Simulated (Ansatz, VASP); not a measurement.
# Two plane-wave programs on Al6H

File INCAR:

```
SYSTEM = Al6H
PREC = Accurate ; ENCUT = 520
EDIFF = 1E-6 ; ISMEAR = 0
SIGMA = 0.1 ; LREAL = .FALSE.
LASPH = .TRUE. ; NELM = 100
ALGO = Normal ; ISIF = 2
LWAVE = .FALSE. ; LCHARG = .TRUE.
LDIPOL = .TRUE. ; IDIPOL = 3
DIPOL = 0.5 0.5 0.306 ; GGA = PE
LELF = .TRUE. ; LVHAR = .TRUE.
LVACPOTAV = .TRUE. ; NBANDS = 32
```

Contents of KPOINTS:

```
regular mesh
0
G
  6 6 1
  0 0 0
```

The input POSCAR:

```
Al6H
1.0
    5.7143028096      0.0000000000      0.0000000000
   -2.8571514048      4.9487313980      0.0000000000
    0.0000000000      0.0000000000     22.6016424997
Al H
12 2
Direct
    0.3333333333      0.1666666667      0.1769782882
    0.3333333333      0.6666666667      0.1769782882
    0.8333333333      0.1666666667      0.1769782882
    0.8333333333      0.6666666667      0.1769782882
    0.1666666667      0.3333333333      0.2787817902
    0.1666666667      0.8333333333      0.2787817902
    0.6666666667      0.3333333333      0.2787817902
    0.6666666667      0.8333333333      0.2787817902
    0.0000000000      0.0000000000      0.3805759913
    0.0000000000      0.5000000000      0.3805759913
    0.5000000000      0.0000000000      0.3805759913
    0.5000000000      0.5000000000      0.3805759913
    0.2677085297      0.1666666667      0.4712773640
    0.3989581370      0.1666666667      0.4712773640
```

Input for Ansatz:

```yaml
crystal:
  lattice:
    - [5.7143028096, 0.0, 0.0]
    - [-2.8571514048, 4.948731398, 0.0]
    - [0.0, 0.0, 22.6016424997]
  atoms:
    - { symbol: Al, position: [0.3333333333, 0.1666666667, 0.1769782882] }
    - { symbol: Al, position: [0.3333333333, 0.6666666667, 0.1769782882] }
    - { symbol: Al, position: [0.8333333333, 0.1666666667, 0.1769782882] }
    - { symbol: Al, position: [0.8333333333, 0.6666666667, 0.1769782882] }
    - { symbol: Al, position: [0.1666666667, 0.3333333333, 0.2787817902] }
    - { symbol: Al, position: [0.1666666667, 0.8333333333, 0.2787817902] }
    - { symbol: Al, position: [0.6666666667, 0.3333333333, 0.2787817902] }
    - { symbol: Al, position: [0.6666666667, 0.8333333333, 0.2787817902] }
    - { symbol: Al, position: [0.0, 0.0, 0.3805759913] }
    - { symbol: Al, position: [0.0, 0.5, 0.3805759913] }
    - { symbol: Al, position: [0.5, 0.0, 0.3805759913] }
    - { symbol: Al, position: [0.5, 0.5, 0.3805759913] }
    - { symbol: H, position: [0.2677085297, 0.1666666667, 0.471277364] }
    - { symbol: H, position: [0.398958137, 0.1666666667, 0.471277364] }
basis:
  ecutwfc: 420
kpoints:
  mp_grid: { grid: [6, 6, 1] }
hamiltonian:
  xc: pbe
scf:
  occupations: { method: gaussian, width: 0.1 }
output:
  forces: true
  eigenvalues: true
efield:
  axis: 3
  dipole_correction: true
  ramp_width: 0.04
```

Alike in both runs: task single point; functional PBE; k mesh 6 × 6 × 1; occupations gaussian, width 0.1 eV; no spin polarisation.

|  | VASP | Ansatz |
| --- | --- | --- |
| version | VASP 6.6.1 | Ansatz 0.2.0 |
| potentials or method | VASP PAW PBE potentials, release 64 (Al, H), cutoff 520 eV | scalar-relativistic, plane waves, PAW |
| valence electrons in the cell | 38 | 38 |

Ansatz gave:

* gap on the k mesh at the Fermi level (eV): none
* rms of the force components (eV/Å): 0.183
* work function, face that differs most (eV): 3.99

Problem. What did VASP give for the same quantities?

Solution. gap on the k mesh at the Fermi level (eV): none; rms of the force components (eV/Å): 0.182; work function, face that differs most (eV): 3.99.

Atom by atom the forces differ by 0.002 eV/Å (rms over components). A gap of «none» marks a metal or a gap that the smearing closes.
